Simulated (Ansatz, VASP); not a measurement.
**KCl: VASP beside Ansatz**

```
CELL_PARAMETERS angstrom
-0.05191 3.45538 3.45538
3.45538 -0.05191 3.45538
3.45538 3.45538 -0.05191
ATOMIC_POSITIONS crystal
K 0.99820 0.99820 0.99820
Cl 0.25180 0.25180 0.25180
```

Change from the starting cell: shear_111 strain -2.2%.

Alike in both runs: task single point; functional HSE06; k mesh 4 × 4 × 4; no spin polarisation.

```csv
,VASP,Ansatz
version,VASP 6.6.1,Ansatz 0.2.0
potentials or method,"VASP PAW PBE potentials, release 64 (K_sv, Cl)","plane waves, PAW"
plane-wave cutoff (eV),520,420
occupations,"gaussian, width 0.01 eV",fixed
valence electrons in the cell,16,16
```

Ansatz gave:

- gap on the k mesh at the Fermi level (eV): 6.06
- pressure (GPa): 0.4

Question: What did VASP give for the same quantities?

Answer: gap on the k mesh at the Fermi level (eV): 6.06; pressure (GPa): 0.5.

Ansatz's warnings: stress exchange threshold loose, stress scf threshold loose.
